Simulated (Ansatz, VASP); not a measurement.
## MgS: VASP beside Ansatz

```
Mg S
1.0
     0.00000    2.61477    2.61477
     2.61477    0.00000    2.61477
     2.61477    2.61477    0.00000
Mg S
1 1
Direct
  0.00000 0.00000 0.00000
  0.50000 0.50000 0.50000
```

Alike in both runs: functional PBE; k mesh 8 × 8 × 8; occupations gaussian, width 0.02 eV; no spin polarisation.

Ansatz relaxed the structure, and its values are those at the end. VASP's run is a single point on that final structure, the one shown.

|  | VASP | Ansatz |
| --- | --- | --- |
| version | VASP 6.6.1 | Ansatz 0.2.0 |
| potentials or method | VASP PAW PBE potentials, release 64 (Mg, S), cutoff 600 eV | scalar-relativistic, plane waves, PAW |
| valence electrons in the cell | 8 | 16 |

```csv
,VASP,Ansatz,Ansatz less VASP
gap on the k mesh at the Fermi level (eV),2.74,2.76,+0.014
least direct gap on the mesh (eV),3.59,3.60,+0.011
pressure (GPa),-0.3,0.0,+0.27
```

With one functional, cell and mesh, what is left measures potentials, basis and numerics. VASP's potentials hold 8 valence electrons a cell and Ansatz's 16, so a difference there can come from the potentials and not from the codes.
